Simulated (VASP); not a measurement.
# Al (Fm-3m) in VASP: single point with PBE

Aim: the single point of Al with PBE.

All numbers are computed with VASP 6.6.1; they aren't measurements. Logs are shortened: lines on timing, memory, paths and dates and some standing lists are left out, and cuts for length are marked.

## (1) The cell of the first run

Symmetry: Fm-3m, No. 225, cubic system. The conventional cell has a = 7.666 Å, b = 7.666 Å, c = 7.666 Å, α = 90.00°, β = 90.00°, γ = 90.00°.

## (2) Single point, PBE

File INCAR:

```
SYSTEM = Al
PREC = Accurate ; ENCUT = 500
EDIFF = 1E-6 ; ISMEAR = -1
SIGMA = 0.1 ; LREAL = .FALSE.
LASPH = .TRUE. ; NELM = 120
ALGO = Normal ; ISIF = 2
LWAVE = .FALSE. ; LCHARG = .FALSE.
GGA = PE ; NBANDS = 8
GGA_COMPAT = .FALSE.
```

File KPOINTS:

```
Automatic mesh
0
G
  5 5 5
  0 0 0
```

File POSCAR:

```
Al
1.0
    0.0000000000      3.8330040000      3.8330040000
    3.8330040000      0.0000000000      3.8330040000
    3.8330040000      3.8330040000      0.0000000000
Al
1
Direct
    0.0000000000      0.0000000000      0.0000000000
```

Potentials or basis: VASP PAW PBE potentials, release 64 (Al).

On the command line:

```bash
> cat potpaw_PBE.64/Al/POTCAR > POTCAR
> mpirun -np 1 vasp_std > vasp.out
```

OUTCAR:

```text
SYSTEM = Al
   PREC = Accurate
   ENCUT = 500
   EDIFF = 1E-6
   ISMEAR = -1
   LREAL = .FALSE.
   LASPH = .TRUE.
   NELM = 120
   ISIF = 2
   GGA = PE

 ion  position               nearest neighbor table
   1  0.000  0.000  0.000-

  LATTYP: Found a face centered cubic cell.
 ALAT       =     7.6660080000

  Lattice vectors:

 A1 = (   0.0000000000,   3.8330040000,   3.8330040000)
 A2 = (   3.8330040000,   0.0000000000,   3.8330040000)
 A3 = (   3.8330040000,   3.8330040000,   0.0000000000)

Analysis of symmetry for initial positions (statically):
=====================================================================
 Subroutine PRICEL returns:
 Original cell was already a primitive cell.

 Routine SETGRP: Setting up the symmetry group for a
 face centered cubic supercell.

 Subroutine GETGRP returns: Found 48 space group operations
 (whereof 48 operations were pure point group operations)
 out of a pool of 48 trial point group operations.

The static configuration has the point symmetry O_h .

Analysis of symmetry for dynamics (positions and initial velocities):
=====================================================================
 Subroutine PRICEL returns:
 Original cell was already a primitive cell.

 Routine SETGRP: Setting up the symmetry group for a
 face centered cubic supercell.

 Subroutine GETGRP returns: Found 48 space group operations
 (whereof 48 operations were pure point group operations)
 out of a pool of 48 trial point group operations.

The dynamic configuration has the point symmetry O_h .

 Subroutine INISYM returns: Found 48 space group operations
 (whereof 48 operations are pure point group operations),
 and found     1 'primitive' translations

----------------------------------------------------------------------------------------

                                     Primitive cell

  volume of cell :     112.6284

  direct lattice vectors                    reciprocal lattice vectors
     0.000000000  3.833004000  3.833004000    -0.130445990  0.130445990  0.130445990
     3.833004000  0.000000000  3.833004000     0.130445990 -0.130445990  0.130445990
     3.833004000  3.833004000  0.000000000     0.130445990  0.130445990 -0.130445990

  length of vectors
     5.420686241  5.420686241  5.420686241     0.225939082  0.225939082  0.225939082

  position of ions in fractional coordinates (direct lattice)
     0.000000000  0.000000000  0.000000000

  ion indices of the primitive-cell ions
   primitive index   ion index
                 1           1

----------------------------------------------------------------------------------------

 KPOINTS: Automatic mesh

Automatic generation of k-mesh.
 Grid dimensions read from file:
 generate k-points for:    5    5    5

 Generating k-lattice:

  Cartesian coordinates                     Fractional coordinates (reciprocal lattice)
    -0.026089198  0.026089198  0.026089198     0.200000000  0.000000000  0.000000000
     0.026089198 -0.026089198  0.026089198     0.000000000  0.200000000  0.000000000
     0.026089198  0.026089198 -0.026089198     0.000000000  0.000000000  0.200000000

  Length of vectors
     0.045187816  0.045187816  0.045187816

  Shift w.r.t. Gamma in fractional coordinates (k-lattice)
     0.000000000  0.000000000  0.000000000

 Subroutine IBZKPT returns following result:
 ===========================================

 Found     10 irreducible k-points:

 Following reciprocal coordinates:
            Coordinates               Weight
  0.000000  0.000000  0.000000      1.000000
  0.200000  0.000000  0.000000      8.000000
  0.400000  0.000000  0.000000      8.000000
  0.200000  0.200000  0.000000      6.000000
  0.400000  0.200000  0.000000     24.000000
 -0.400000  0.200000  0.000000     24.000000
 -0.200000  0.200000  0.000000     12.000000
  0.400000  0.400000  0.000000      6.000000
 -0.400000  0.400000  0.000000     12.000000
 -0.400000  0.400000  0.200000     24.000000
   k-points           NKPTS =     10   k-points in BZ     NKDIM =     10   number of bands    NBANDS=      8
   number of dos      NEDOS =    301   number of ions     NIONS =      1
   total plane-waves  NPLWV =  64000
   dimension x,y,z NGX =    40 NGY =   40 NGZ =   40
   dimension x,y,z NGXF=    80 NGYF=   80 NGZF=   80
   ions per type =               1
   NGX,Y,Z   is equivalent  to a cutoff of  12.27, 12.27, 12.27 a.u.
   NGXF,Y,Z  is equivalent  to a cutoff of  24.54, 24.54, 24.54 a.u.
 SYSTEM =  Al
   PREC   = accura    normal or accurate (medium, high low for compatibility)
   ISTART =      0    job   : 0-new  1-cont  2-samecut
   ICHARG =      2    charge: 1-file 2-atom 10-const
   ISPIN  =      1    spin polarized calculation?
   LNONCOLLINEAR =      F non collinear calculations
   LSORBIT =      F    spin-orbit coupling
   LASPH  =      T    aspherical Exc in radial PAW
   ENCUT  =  500.0 eV  36.75 Ry    6.06 a.u.   9.88  9.88  9.88*2*pi/ulx,y,z
   NELM   =    120;   NELMIN=  2; NELMDL= -5     # of ELM steps
   EDIFF  = 0.1E-05   stopping-criterion for ELM
   LREAL  =      F    real-space projection
   EDIFFG = 0.1E-04   stopping-criterion for IOM
   NSW    =      0    number of steps for IOM
   IBRION =     -1    ionic relax: 0-MD 1-quasi-New 2-CG
   NFREE  =      0    steps in history (QN), initial steepest desc. (CG)
   ISIF   =      2    stress and relaxation
   ISYM   =      2    0-nonsym 1-usesym 2-fastsym
   POTIM  = 0.5000    time-step for ionic-motion
   TEBEG  =    0.0;   TEEND  =   0.0 temperature during run
   PSTRESS=    0.0 pullay stress
   NELECT =       3.0000    total number of electrons
   NUPDOWN=      -1.0000    fix difference up-down
   EMIN   =  10.00;   EMAX   =-10.00  energy-range for DOS
   EFERMI =   0.00;   METHOD = LEGACY
   ISMEAR =    -1;   SIGMA  =   0.10  broadening in eV -4-tet -1-fermi 0-gaus
   EFERMI_NEDOS =   21; number of points for ismear=-14 and -15
   IALGO  =     38    algorithm
   IMIX   =      4    mixing-type and parameters
     AMIX     =   0.40;   BMIX     =  1.00
     AMIX_MAG =   1.60;   BMIX_MAG =  1.00
  volume/ion in A,a.u.               =     112.63       760.05
  Fermi-wavevector in a.u.,A,eV,Ry     =   0.488914  0.923914  3.252297  0.239037
  Thomas-Fermi vector in A             =   1.490975
   LORBIT       =      0    0 simple, 1 ext, 2 COOP (PROOUT), +10 PAW based schemes
   GGA     = PE    functional components
   LHFCALC =     F    Hartree Fock is set to
   AEXX    =    0.0000 exact exchange contribution
   IVDW    =     0    specifies the selected vdW correction
   LEPSILON=     F    determine dielectric tensor
   LRPA    =     F    only Hartree local field effects (RPA)
 non-spin polarized calculation
  energy-cutoff  :      500.00
  volume of cell :      112.63
 maximum number of plane-waves:      2870
   NGX = 19   NGY = 19   NGZ = 19

 number of electron       3.0000000 magnetization

 Free energy of the ion-electron system (eV)
  ---------------------------------------------------
  ext. energy  EPLUGINS =         0.00000000
  ---------------------------------------------------
  free energy    TOTEN  =        -0.86285643 eV

  energy without entropy =       -0.76631363  energy(sigma->0) =       -0.81458503

 E-fermi :  -1.3653     XC(G=0):  -4.4942

 val. band max:       -1.4249348684   @ k =  -0.4000   0.4000   0.0000
 cond. band min:      -1.3375849838   @ k =  -0.4000   0.4000   0.2000
 fundamental gap:      0.0873498846
 Fermi energy:        -1.3653495405

 k-point     1 :       0.0000    0.0000    0.0000
  band No.  band energies     occupation
      1      -6.2097      2.00000
      2       0.2600      0.00000
      3       0.2600      0.00000
      4       0.2600      0.00000
      5       1.8702      0.00000
      6       4.4296      0.00000
      7       4.4296      0.00000
      8       4.4296      0.00000

 k-point     2 :       0.2000    0.0000    0.0000
  band No.  band energies     occupation
      1      -6.0797      2.00000
      2      -0.6708      0.00192
      3       0.1740      0.00000
      4       0.1740      0.00000
      5       2.5856      0.00000
      6       4.0836      0.00000
      7       4.5973      0.00000
      8       4.5973      0.00000

 k-point     3 :       0.4000    0.0000    0.0000
  band No.  band energies     occupation
      1      -5.8322      2.00000
      2      -1.6343      1.87285
      3       0.0535      0.00000
      4       0.0535      0.00000
      5       2.5550      0.00000
      6       4.2504      0.00000
      7       4.2504      0.00000
      8       4.8423      0.00000

 k-point     4 :       0.2000    0.2000    0.0000
  band No.  band energies     occupation
      1      -6.0367      2.00000
      2      -0.6298      0.00128
      3      -0.0243      0.00000
      4      -0.0243      0.00000
      5       2.8797      0.00000
      6       3.4521      0.00000
      7       4.5248      0.00000
      8       5.0806      0.00000

 k-point     5 :       0.4000    0.2000    0.0000
  band No.  band energies     occupation
      1      -5.8236      2.00000
      2      -1.3305      0.82761
      3      -0.3371      0.00007
      4      -0.1675      0.00001
      5       2.8916      0.00000
      6       3.5899      0.00000
      7       4.2731      0.00000
      8       5.0650      0.00000

 k-point     6 :      -0.4000    0.2000    0.0000
  band No.  band energies     occupation
      1      -5.7280      2.00000
      2      -1.5710      1.77328
      3      -0.6357      0.00136
      4      -0.0860      0.00001
      5       3.0257      0.00000
      6       3.6631      0.00000
      7       4.7161      0.00000
      8       4.8872      0.00000

 k-point     7 :      -0.2000    0.2000    0.0000
  band No.  band energies     occupation
      1      -5.9059      2.00000
      2      -1.1374      0.18570
      3      -0.4232      0.00016
      4       0.1265      0.00000
      5       3.3494      0.00000
      6       3.8944      0.00000
      7       3.9673      0.00000
      8       4.8012      0.00000

 k-point     8 :       0.4000    0.4000    0.0000
  band No.  band energies     occupation
      1      -5.7087      2.00000
      2      -1.4537      1.41505
      3      -0.3902      0.00012
      4      -0.3902      0.00012
      5       2.2046      0.00000
      6       2.7062      0.00000
      7       5.7156      0.00000
      8       6.5702      0.00000

 k-point     9 :      -0.4000    0.4000    0.0000
  band No.  band energies     occupation
      1      -5.6459      2.00000
      2      -1.4249      1.28941
      3      -0.9059      0.02002
      4      -0.3490      0.00008
      5       2.3796      0.00000
      6       3.3014      0.00000
      7       5.4043      0.00000
      8       5.9529      0.00000

 k-point    10 :      -0.4000    0.4000    0.2000
  band No.  band energies     occupation
      1      -5.6791      2.00000
      2      -1.3376      0.86206
      3      -0.8894      0.01700
      4      -0.4410      0.00019
      5       3.0583      0.00000
      6       3.7507      0.00000
      7       4.1523      0.00000
      8       5.4327      0.00000

------------------------ aborting loop because EDIFF is reached ----------------------------------------

  FORCE on cell =-STRESS in cart. coord.  units (eV):
  Direction    XX          YY          ZZ          XY          YZ          ZX
  --------------------------------------------------------------------------------------
  -------------------------------------------------------------------------------------
  Total       -0.9545870     -0.9545870     -0.9545870     -0.0000000     -0.0000000      0.0000000
  in kB      -13.5793285    -13.5793285    -13.5793285     -0.0000000     -0.0000000      0.0000000
  external PRESSURE =     -13.5793285 kB  Pullay stress =       0.0000000 kB

 VOLUME and BASIS-vectors are now :
 -----------------------------------------------------------------------------
  energy-cutoff  :      500.00
  volume of cell :      112.63
      direct lattice vectors                 reciprocal lattice vectors
     0.000000000  3.833004000  3.833004000    -0.130445990  0.130445990  0.130445990
     3.833004000  0.000000000  3.833004000     0.130445990 -0.130445990  0.130445990
     3.833004000  3.833004000  0.000000000     0.130445990  0.130445990 -0.130445990

 POSITION                                       TOTAL-FORCE (eV/Angst)
 -----------------------------------------------------------------------------------
      0.00000      0.00000      0.00000        -0.000000      0.000000      0.000000
 -----------------------------------------------------------------------------------
    total drift:                               -0.000000     -0.000000     -0.000000

  FREE ENERGIE OF THE ION-ELECTRON SYSTEM (eV)
  ---------------------------------------------------
  free  energy   TOTEN  =        -0.8628564290 eV

  energy  without entropy=       -0.7663136278  energy(sigma->0) =       -0.81458503
```

Wall time 14 s (1 thread of AMD EPYC 7R13 (Zen 3), shared host); peak memory 0.18 GiB.

What came out:

```
Free energy : -0.8629 eV
Pressure    : -1.4 GPa
```
